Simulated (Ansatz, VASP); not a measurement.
# One calculation of Bi, two programs

```
Bi
1.0
     3.43435    0.00000    0.00000
    -1.71718    2.97424    0.00000
     0.00000    0.00000    3.30365
Bi
1
Cartesian
  0.0000 0.0000 1.6518
```

Alike in both runs: functional PBE; k mesh 18 × 18 × 16; occupations gaussian, width 0.1 eV; no spin polarisation.

Ansatz relaxed the structure, and its values are those at the end. VASP's run is a single point on that final structure, the one shown.

```csv
,VASP,Ansatz
version,VASP 6.6.1,Ansatz 0.2.0
potentials or method,"VASP PAW PBE potentials, release 64 (Bi_d), cutoff 520 eV","scalar-relativistic, plane waves, PAW"
valence electrons in the cell,15,15
```

```csv
,VASP,Ansatz,Ansatz less VASP
gap on the k mesh at the Fermi level (eV),none,none,-
pressure (GPa),-0.1,0.0,+0.06
```

A gap of «none» marks a metal or a gap that the smearing closes. The functional is the same, so the differences come from potentials, cutoffs and numerics.

Neither program's run includes spin-orbit coupling.
